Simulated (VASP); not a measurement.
# Nb16N (a cell with a defect) in VASP: single point with PBE

Aim: the single point of Nb16N (a cell with a defect) with PBE.

Everything below comes from runs of VASP 6.6.1. Logs are shortened: lines on timing, memory, paths and dates and some standing lists are left out, and cuts for length are marked.

### 1 The cell of the first run

The cell holds a defect, 17 atoms: a = 6.617 Å, b = 6.617 Å, c = 6.617 Å, α = 90.00°, β = 90.00°, γ = 90.00°.

### 2 Single point, PBE

Contents of INCAR:

```
SYSTEM = Nb16N
PREC = Accurate
ENCUT = 520
EDIFF = 1E-7
ISMEAR = 1
SIGMA = 0.1
LREAL = Auto
LASPH = .TRUE.
NELM = 100
ALGO = Normal
ISIF = 2
LWAVE = .FALSE.
LCHARG = .TRUE.
GGA = PE
LELF = .TRUE.
LVHAR = .TRUE.
NBANDS = 120
```

Contents of KPOINTS:

```
Automatic mesh
0
G
  3 3 3
  0 0 0
```

Contents of POSCAR:

```
Nb16N
1.0
    6.6171497900      0.0000000000      0.0000000000
    0.0000000000      6.6171497900      0.0000000000
    0.0000000000      0.0000000000      6.6171497900
Nb N
16 1
Direct
   -0.0034348625     -0.0004306990     -0.0005588509
    0.2501811282      0.2420307913      0.2419240989
    0.0014701194     -0.0004322103      0.4994479655
    0.2501909512      0.2420347205      0.7569698675
    0.0015026107      0.4995644809     -0.0005509925
    0.2501711541      0.7571119227      0.2419245522
    0.0437238100      0.4995688635      0.4994467565
    0.2501811282      0.7571105626      0.7569753079
    0.5038010482     -0.0004349305     -0.0005496324
    0.7501844688      0.2548438608      0.2547093618
    0.4988903236     -0.0004343260      0.4994447919
    0.7501902114      0.2548480922      0.7441741771
    0.4988599480      0.4995718859     -0.0005484234
    0.7501788772      0.7442863100      0.2547080017
    0.4566488739      0.4995741528      0.4994423740
    0.7501850733      0.7442846477      0.7441799198
    0.7501846199      0.4995467996      0.4994388981
```

Potentials or basis: VASP PAW PBE potentials, release 64 (Nb_sv, N).

Launch:

```
$ cat potpaw_PBE.64/Nb_sv/POTCAR potpaw_PBE.64/N/POTCAR > POTCAR
$ mpirun -np 1 vasp_std > vasp.out
```

OUTCAR:

```text
SYSTEM = Nb16N
   PREC = Accurate
   ENCUT = 520
   EDIFF = 1E-7
   ISMEAR = 1
   LREAL = Auto
   LASPH = .TRUE.
   NELM = 100
   ISIF = 2
   GGA = PE

 ion  position               nearest neighbor table
   1  0.997  1.000  0.999-   8 2.82   6 2.82   2 2.82   4 2.82  12 2.89  10 2.89  16 2.89  14 2.89

   2  0.250  0.242  0.242-   7 2.77  15 2.77   9 2.82   1 2.82   5 2.86  13 2.86  11 2.86   3 2.86

   3  0.001  1.000  0.499-   6 2.86   8 2.86   2 2.86   4 2.86  12 2.87  10 2.87  16 2.87  14 2.87
[... 21 lines left out ...]
  14  0.750  0.744  0.255-  17 2.29  13 2.87   5 2.87  11 2.87   3 2.87   9 2.89   1 2.89  15 3.00
                             7 3.00
  15  0.457  0.500  0.499-  17 1.94   7 2.73   4 2.77   2 2.77   6 2.77   8 2.77  14 3.00  16 3.00
                            10 3.00  12 3.00
  16  0.750  0.744  0.744-  17 2.29   3 2.87   5 2.87  13 2.87  11 2.87   1 2.89   9 2.89  15 3.00
                             7 3.00
  17  0.750  0.500  0.499-  15 1.94   7 1.94  10 2.29  12 2.29  14 2.29  16 2.29

  LATTYP: Found a simple cubic cell.
 ALAT       =     6.6171497900

  Lattice vectors:

 A1 = (   6.6171497900,   0.0000000000,   0.0000000000)
 A2 = (   0.0000000000,   6.6171497900,   0.0000000000)
 A3 = (   0.0000000000,   0.0000000000,   6.6171497900)

Analysis of symmetry for initial positions (statically):
=====================================================================
 Subroutine PRICEL returns:
 Original cell was already a primitive cell.

 Routine SETGRP: Setting up the symmetry group for a
 simple cubic supercell.

 Subroutine GETGRP returns: Found  1 space group operations
 (whereof  1 operations were pure point group operations)
 out of a pool of 48 trial point group operations.

The static configuration has the point symmetry C_1 .

Analysis of symmetry for dynamics (positions and initial velocities):
=====================================================================
 Subroutine PRICEL returns:
 Original cell was already a primitive cell.

 Routine SETGRP: Setting up the symmetry group for a
 simple cubic supercell.

 Subroutine GETGRP returns: Found  1 space group operations
 (whereof  1 operations were pure point group operations)
 out of a pool of 48 trial point group operations.

The dynamic configuration has the point symmetry C_1 .

 Subroutine INISYM returns: Found  1 space group operations
[... 120 lines left out ...]
   IBRION =     -1    ionic relax: 0-MD 1-quasi-New 2-CG
   NFREE  =      0    steps in history (QN), initial steepest desc. (CG)
   ISIF   =      2    stress and relaxation
   ISYM   =      2    0-nonsym 1-usesym 2-fastsym
   POTIM  = 0.5000    time-step for ionic-motion
   TEBEG  =    0.0;   TEEND  =   0.0 temperature during run
   PSTRESS=    0.0 pullay stress
   NELECT =     213.0000    total number of electrons
   NUPDOWN=      -1.0000    fix difference up-down
   EMIN   =  10.00;   EMAX   =-10.00  energy-range for DOS
   EFERMI =   0.00;   METHOD = LEGACY
   ISMEAR =     1;   SIGMA  =   0.10  broadening in eV -4-tet -1-fermi 0-gaus
   EFERMI_NEDOS =   21; number of points for ismear=-14 and -15
   IALGO  =     38    algorithm
   IMIX   =      4    mixing-type and parameters
     AMIX     =   0.40;   BMIX     =  1.00
     AMIX_MAG =   1.60;   BMIX_MAG =  1.00
  volume/ion in A,a.u.               =      17.04       115.02
  Fermi-wavevector in a.u.,A,eV,Ry     =   1.477510  2.792089 29.702001  2.183036
  Thomas-Fermi vector in A             =   2.591905
   LORBIT       =      0    0 simple, 1 ext, 2 COOP (PROOUT), +10 PAW based schemes
   GGA     = PE    functional components
   LHFCALC =     F    Hartree Fock is set to
   AEXX    =    0.0000 exact exchange contribution
   IVDW    =     0    specifies the selected vdW correction
   LEPSILON=     F    determine dielectric tensor
   LRPA    =     F    only Hartree local field effects (RPA)
 non-spin polarized calculation
 Methfessel and Paxton  Order N= 1 SIGMA  =   0.10
  energy-cutoff  :      520.00
  volume of cell :      289.74
 maximum number of plane-waves:      7814
 NGX is ok and might be reduce to    50
   NGX = 25   NGY = 25   NGZ = 25

 number of electron     213.0000009 magnetization

 Free energy of the ion-electron system (eV)
  ---------------------------------------------------
  ext. energy  EPLUGINS =         0.00000000
  ---------------------------------------------------
  free energy    TOTEN  =      -173.69789727 eV

  energy without entropy =     -173.71615133  energy(sigma->0) =     -173.70398196

 E-fermi :  11.4168     XC(G=0): -12.5865

 val. band max:       11.3805834714   @ k =   0.0000   0.3333   0.0000
 cond. band min:      11.4499683407   @ k =   0.3333   0.0000   0.3333
 fundamental gap:      0.0693848693
 Fermi energy:        11.4167854765

 k-point     1 :       0.0000    0.0000    0.0000
  band No.  band energies     occupation
      1     -43.1100      2.00000
      2     -43.0170      2.00000
      3     -43.0170      2.00000
      4     -42.9965      2.00000
      5     -42.9199      2.00000
      6     -42.8137      2.00000
[... 1683 lines left out ...]
    117      13.5624      0.00000
    118      13.6171      0.00000
 [bands above 118 left out]

------------------------ aborting loop because EDIFF is reached ----------------------------------------

  FORCE on cell =-STRESS in cart. coord.  units (eV):
  Direction    XX          YY          ZZ          XY          YZ          ZX
  --------------------------------------------------------------------------------------
  -------------------------------------------------------------------------------------
  Total       18.5984886      2.6373512      2.6331245     -0.0000966      0.0027480     -0.0006221
  in kB      102.8431424     14.5836307     14.5602584     -0.0005343      0.0151954     -0.0034401
  external PRESSURE =      43.9956771 kB  Pullay stress =       0.0000000 kB

 VOLUME and BASIS-vectors are now :
 -----------------------------------------------------------------------------
  energy-cutoff  :      520.00
  volume of cell :      289.74
      direct lattice vectors                 reciprocal lattice vectors
     6.617149790  0.000000000  0.000000000     0.151122467  0.000000000  0.000000000
     0.000000000  6.617149790  0.000000000     0.000000000  0.151122467  0.000000000
     0.000000000  0.000000000  6.617149790     0.000000000  0.000000000  0.151122467

 POSITION                                       TOTAL-FORCE (eV/Angst)
 -----------------------------------------------------------------------------------
      6.59442      6.61430      6.61345        -0.003816      0.000299      0.000853
      1.65549      1.60155      1.60085         0.000296      0.001561      0.000557
      0.00973      6.61429      3.30492         0.007840      0.000087     -0.000178
      1.65555      1.60158      5.00898        -0.000133      0.000466      0.000211
      0.00994      3.30569      6.61350         0.005527      0.000174     -0.000364
      1.65542      5.00992      1.60085         0.000058     -0.001023     -0.000127
[... 9 lines left out ...]
      4.96409      4.92504      4.92435        -0.000247      0.004216      0.003147
      4.96408      3.30558      3.30486         0.000244      0.000879      0.000350
 -----------------------------------------------------------------------------------
    total drift:                                0.002664      0.002068      0.000331

  FREE ENERGIE OF THE ION-ELECTRON SYSTEM (eV)
  ---------------------------------------------------
  free  energy   TOTEN  =      -173.6978972746 eV

  energy  without entropy=     -173.7161513345  energy(sigma->0) =     -173.70398196
```

OSZICAR:

```text
N       E                     dE             d eps       ncg     rms          rms(c)
DAV:   1     0.321614679576E+04    0.32161E+04   -0.11719E+05  3360   0.189E+03
DAV:   2     0.133401834020E+03   -0.30827E+04   -0.30328E+04  3776   0.831E+02
DAV:   3    -0.151866703031E+03   -0.28527E+03   -0.27709E+03  5368   0.175E+02
DAV:   4    -0.180592210182E+03   -0.28726E+02   -0.27548E+02  5816   0.502E+01
[... 12 lines left out ...]
DAV:  17    -0.173697898523E+03    0.11037E-06   -0.15094E-05  5584   0.178E-02    0.748E-03
DAV:  18    -0.173697897562E+03    0.96143E-06   -0.34613E-06  5072   0.103E-02    0.224E-03
DAV:  19    -0.173697897044E+03    0.51780E-06   -0.68519E-07  4032   0.336E-03    0.959E-04
DAV:  20    -0.173697897198E+03   -0.15360E-06   -0.81558E-08  2248   0.189E-03    0.671E-04
DAV:  21    -0.173697897275E+03   -0.76980E-07   -0.37451E-08  2160   0.119E-03
   1 F= -.17369790E+03 E0= -.17370398E+03  d E =0.182541E-01
```

stdout:

```text
POSCAR found type information on POSCAR NbN
 POSCAR found :  2 types and      17 ions
 scaLAPACK will be used
 LDA part: xc-table for (Slater+PW92), standard interpolation
 POSCAR, INCAR and KPOINTS ok, starting setup
 FFT: planning ... GRIDC
 FFT: planning ... GRID_SOFT
 FFT: planning ... GRID
 WAVECAR not read
 entering main loop
```

Run time: 42 min. Hardware: 1 thread of Intel Xeon 8259CL, shared host; peak memory 0.53 GiB.

What came out:

```yaml
Free_energy: -173.6979 eV
Pressure: 4.4 GPa
Largest_force: 0.008 eV/Å
Band_gap_on_the_k_mesh: zero (an odd number of electrons rules out a gap without spin polarisation)
```

Forces on the atoms (eV/Å):
```
Nb  -0.004  0.000  0.001
Nb   0.000  0.002  0.001
Nb   0.008  0.000  0.000
Nb   0.000  0.000  0.000
Nb   0.006  0.000  0.000
Nb   0.000 -0.001  0.000
Nb  -0.008  0.001  0.000
Nb   0.001 -0.002 -0.001
Nb   0.004  0.001  0.000
Nb   0.000 -0.005 -0.004
Nb  -0.008  0.000  0.000
Nb   0.000 -0.005  0.003
Nb  -0.006  0.000  0.000
Nb   0.000  0.004 -0.004
Nb   0.008  0.000  0.001
Nb   0.000  0.004  0.003
N    0.000  0.001  0.000
```
